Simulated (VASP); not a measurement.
A run of VASP 6.6.1 is set up as follows.

INCAR

```
ALGO = Normal
EDIFF = 1E-7
ENCUT = 520
GGA = PS
ISIF = 2
ISMEAR = 0
ISPIN = 2
KPAR = 4
LASPH = T
LCHARG = F
LMAXMIX = 4
LORBIT = 11
LREAL = F
LWAVE = F
MAGMOM = 1.8 1.8
NBANDS = 20
NELM = 150
PREC = Accurate
SIGMA = 0.15
```

KPOINTS

```
k-points
0
Gamma
  30 30 16
```

File POSCAR:

```
Co
1.0
    2.4564188984      0.0000000000      0.0000000000
   -1.2282094492      2.1273211683      0.0000000000
    0.0000000000      0.0000000000      3.9694711002
Co
2
Direct
    0.6666666667      0.3333333333      0.2500068659
    0.3333333333      0.6666666667      0.7499931341
```

Potentials or basis: VASP PAW PBE potentials, release 64 (Co).

Command:

```sh
$ cat potpaw_PBE.64/Co/POTCAR > POTCAR
$ mpirun -np 4 vasp_std > vasp.out
```

(1) Estimate the pressure.

(2) What does it give for the site moments?

(3) Predict the net moment.

Answers

(1) -0.9 GPa.

(2) Co +1.57 μB.

(3) 3.13 μB per cell.

Caveat: the PAW data sets were made with another functional, which shifts forces and pressure a little.
